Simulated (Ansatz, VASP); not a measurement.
**Two plane-wave programs on ScIr3C**

```
Sc Ir C
1.0
     4.80688    0.00000    0.00000
     0.00000    4.80688    0.00000
     0.00000    0.00000    4.80688
Sc Ir C
1 3 1
Cartesian
  0.0000 0.0000 0.0000
  2.4034 0.0000 0.0000
  0.0000 2.4034 0.0000
  0.0000 0.0000 2.4034
  2.4034 2.4034 2.4034
```

Alike in both runs: task single point; functional PBE; k mesh 5 × 5 × 5; occupations methfessel-paxton of order 1, width 0.05 eV; no spin polarisation.

|  | VASP | Ansatz |
| --- | --- | --- |
| version | VASP 6.6.1 | Ansatz 0.2.0 |
| potentials or method | VASP PAW PBE potentials, release 64 (Sc_sv, Ir, C), cutoff 520 eV | plane waves, PAW |
| valence electrons in the cell | 42 | 66 |

|  | VASP | Ansatz | Ansatz less VASP |
| --- | --- | --- | --- |
| pressure (GPa) | -6.1 | -6.6 | -0.48 |

VASP's potentials hold 42 valence electrons a cell and Ansatz's 66, so a difference there can come from the potentials and not from the codes.

Neither program's run includes spin-orbit coupling.
